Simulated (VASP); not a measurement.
# SiC (F-43m) in VASP: settings compared, part 2 of 2

VASP 6.6.1. Earlier steps stand in the parts before.

**5. Single point, r2SCAN (volume changed by -3%)**

Contents of POSCAR:

```
SiC
1.0
    0.0000000000      2.1560503119      2.1560503119
    2.1560503119      0.0000000000      2.1560503119
    2.1560503119      2.1560503119      0.0000000000
Si C
1 1
Direct
    0.0000000000      0.0000000000      0.0000000000
    0.2500000000      0.2500000000      0.2500000000
```

Contents of INCAR.step1:

```
ALGO = Normal
EDIFF = 1E-4
ENCUT = 520
GGA = PE
ISMEAR = 0
LASPH = True
LCHARG = False
LREAL = False
LWAVE = True
NBANDS = 11
NELM = 60
PREC = Accurate
SIGMA = 0.01
```

Contents of INCAR.step2:

```
ALGO = Normal
EDIFF = 1E-7
ENCUT = 520
ISIF = 2
ISMEAR = 0
ISTART = 1
LASPH = True
LCHARG = False
LMIXTAU = True
LREAL = False
LWAVE = False
METAGGA = R2SCAN
NBANDS = 11
NELM = 60
PREC = Accurate
SIGMA = 0.01
```

Contents of KPOINTS:

```
k-points
0
Gamma
  8 8 8
```

Potentials or basis: VASP PAW PBE potentials, release 64 (Si, C).

The run is started by

```
> cat potpaw_PBE.64/Si/POTCAR potpaw_PBE.64/C/POTCAR > POTCAR
> cp INCAR.step1 INCAR
> mpirun -np 1 vasp_std > vasp.out
> cp INCAR.step2 INCAR
> mpirun -np 1 vasp_std > vasp.out
```

OUTCAR:

```text
EDIFF = 1E-7
   ENCUT = 520
   ISIF = 2
   ISMEAR = 0
   ISTART = 1
   LASPH = True
   LREAL = False
   METAGGA = R2SCAN
   NELM = 60
   PREC = Accurate

 ion  position               nearest neighbor table
   1  0.000  0.000  0.000-   2 1.87   2 1.87   2 1.87   2 1.87
   2  0.250  0.250  0.250-   1 1.87   1 1.87   1 1.87   1 1.87

  LATTYP: Found a face centered cubic cell.
 ALAT       =     4.3121006238

  Lattice vectors:

 A1 = (   0.0000000000,   2.1560503119,   2.1560503119)
 A2 = (   2.1560503119,   0.0000000000,   2.1560503119)
 A3 = (   2.1560503119,   2.1560503119,   0.0000000000)

Analysis of symmetry for initial positions (statically):
=====================================================================
 Subroutine PRICEL returns:
 Original cell was already a primitive cell.

 Routine SETGRP: Setting up the symmetry group for a
 face centered cubic supercell.

 Subroutine GETGRP returns: Found 24 space group operations
 (whereof 24 operations were pure point group operations)
 out of a pool of 48 trial point group operations.

The static configuration has the point symmetry T_d .

Analysis of symmetry for dynamics (positions and initial velocities):
=====================================================================
 Subroutine PRICEL returns:
 Original cell was already a primitive cell.

 Routine SETGRP: Setting up the symmetry group for a
 face centered cubic supercell.

 Subroutine GETGRP returns: Found 24 space group operations
 (whereof 24 operations were pure point group operations)
 out of a pool of 48 trial point group operations.

The dynamic configuration has the point symmetry T_d .

 Subroutine INISYM returns: Found 24 space group operations
 (whereof 24 operations are pure point group operations),
 and found     1 'primitive' translations

----------------------------------------------------------------------------------------

                                     Primitive cell

[... 112 lines left out ...]
  Fermi-wavevector in a.u.,A,eV,Ry     =   1.205321  2.277726 19.766516  1.452798
  Thomas-Fermi vector in A             =   2.341020
   LORBIT       =      0    0 simple, 1 ext, 2 COOP (PROOUT), +10 PAW based schemes
   METAGGA = R2SCAN    functional components
   LHFCALC =     F    Hartree Fock is set to
   AEXX    =    0.0000 exact exchange contribution
   IVDW    =     0    specifies the selected vdW correction
   LEPSILON=     F    determine dielectric tensor
   LRPA    =     F    only Hartree local field effects (RPA)
 non-spin polarized calculation
 Gauss-broadening in eV      SIGMA  =   0.01
  energy-cutoff  :      520.00
  volume of cell :       20.05
 maximum number of plane-waves:       560
   NGX = 11   NGY = 11   NGZ = 11

 number of electron       8.0000000 magnetization

 Free energy of the ion-electron system (eV)
  ---------------------------------------------------
  ext. energy  EPLUGINS =         0.00000000
  ---------------------------------------------------
  free energy    TOTEN  =       -19.31258237 eV

  energy without entropy =      -19.31258237  energy(sigma->0) =      -19.31258237

 E-fermi :   8.4056     XC(G=0): -12.0771

 val. band max:        8.3413832578   @ k =   0.0000   0.0000   0.0000
 cond. band min:      10.0447953391   @ k =   0.5000   0.5000   0.0000
 fundamental gap:      1.7034120813
 Fermi energy:         8.4055591545

 k-point     1 :       0.0000    0.0000    0.0000
  band No.  band energies     occupation
      1      -8.0934      2.00000
      2       8.3414      2.00000
      3       8.3414      2.00000
      4       8.3414      2.00000
      5      15.5767      0.00000
      6      16.4307      0.00000
      7      16.4307      0.00000
      8      16.4307      0.00000
      9      23.7472      0.00000
     10      23.7472      0.00000
     11      26.6331      0.00000
[... 309 lines left out ...]
 k-point    24 :      -0.3750    0.2500    0.1250
  band No.  band energies     occupation
      1      -3.6718      2.00000
      2       0.1135      2.00000
      3       4.4421      2.00000
      4       5.9531      2.00000
      5      14.1969      0.00000
      6      16.4408      0.00000
      7      19.5193      0.00000
      8      20.4973      0.00000
      9      23.0218      0.00000
     10      25.9058      0.00000
     11      29.2976      0.00000

 [... further k-points ...]
[... 5 lines left out ...]
  --------------------------------------------------------------------------------------
  -------------------------------------------------------------------------------------
  Total        0.8975704      0.8975704      0.8975704      0.0000000      0.0000000      0.0000000
  in kB       71.7418297     71.7418297     71.7418297      0.0000000      0.0000000      0.0000000
  external PRESSURE =      71.7418297 kB  Pullay stress =       0.0000000 kB

 VOLUME and BASIS-vectors are now :
 -----------------------------------------------------------------------------
  energy-cutoff  :      520.00
  volume of cell :       20.05
      direct lattice vectors                 reciprocal lattice vectors
     0.000000000  2.156050312  2.156050312    -0.231905535  0.231905535  0.231905535
     2.156050312  0.000000000  2.156050312     0.231905535 -0.231905535  0.231905535
     2.156050312  2.156050312  0.000000000     0.231905535  0.231905535 -0.231905535

 POSITION                                       TOTAL-FORCE (eV/Angst)
 -----------------------------------------------------------------------------------
      0.00000      0.00000      0.00000        -0.000000      0.000000     -0.000000
      1.07803      1.07803      1.07803         0.000000     -0.000000      0.000000
 -----------------------------------------------------------------------------------
    total drift:                               -0.000001     -0.000001     -0.000001

  FREE ENERGIE OF THE ION-ELECTRON SYSTEM (eV)
  ---------------------------------------------------
  free  energy   TOTEN  =       -19.3125823747 eV

  energy  without entropy=      -19.3125823747  energy(sigma->0) =      -19.31258237
```

OUTCAR.step1:

```text
EDIFF = 1E-4
   ENCUT = 520
   GGA = PE
   ISMEAR = 0
   LASPH = True
[... 556 lines left out ...]
 -----------------------------------------------------------------------------------
      0.00000      0.00000      0.00000        -0.000000     -0.000000     -0.000000
      1.07803      1.07803      1.07803         0.000000      0.000000      0.000000
 -----------------------------------------------------------------------------------
    total drift:                                0.000000      0.000000      0.000000

  FREE ENERGIE OF THE ION-ELECTRON SYSTEM (eV)
  ---------------------------------------------------
  free  energy   TOTEN  =       -15.0285413539 eV

  energy  without entropy=      -15.0285413539  energy(sigma->0) =      -15.02854135
```

It took 47 s on 1 thread of Intel Xeon 8259CL, shared host; peak memory 0.14 GiB.

What came out:

| Item | Value |
| --- | --- |
| Free energy | -19.3126 eV |
| Pressure | 7.2 GPa |
| Band gap on the k mesh | 1.70 eV, indirect (least direct gap 5.10 eV) |

Levels at points of the mesh, in eV from the valence-band top:
| k point | band 1 | band 2 | band 3 | band 4 | band 5 | band 6 | band 7 | band 8 |
| --- | --- | --- | --- | --- | --- | --- | --- | --- |
| (0.00, 0.00, 0.00) | -16.43 | 0.00 | 0.00 | 0.00 | 7.24 | 8.09 | 8.09 | 8.09 |
| (0.50, 0.00, 0.00) | -12.69 | -8.99 | -1.11 | -1.11 | 6.30 | 7.89 | 7.89 | 11.15 |
| (0.50, 0.50, 0.00) | -11.19 | -8.15 | -3.40 | -3.40 | 1.70 | 4.95 | 15.53 | 15.53 |

Caveat: the PAW data sets were made with another functional, which shifts forces and pressure a little. A k mesh can miss the band edges.

**6. Overview**

| level | cell | k mesh | gap on the mesh (eV) | pressure (GPa) |
| --- | --- | --- | --- | --- |
| PBE | a = 3.080 Å, angles 60.0°, 2 atoms | 10 × 10 × 10 | 1.36 | 3.5 |
| r2SCAN | a = 3.017 Å, angles 60.0°, 2 atoms | 8 × 8 × 8 | 1.68 | 15.6 |
| r2SCAN | a = 3.080 Å, angles 60.0°, 2 atoms | 8 × 8 × 8 | 1.72 | -0.1 |
| r2SCAN | a = 3.049 Å, angles 60.0°, 2 atoms | 8 × 8 × 8 | 1.70 | 7.2 |

Alike in all rows: task single point; potentials or basis VASP PAW PBE potentials, release 64 (Si, C); no spin polarisation; cutoff (eV) 520; smearing gaussian 0.01 eV.

Caveats: the PAW data sets were made with another functional, which shifts forces and pressure a little (some runs).

Absolute energies hang on the potentials; compare differences alone.
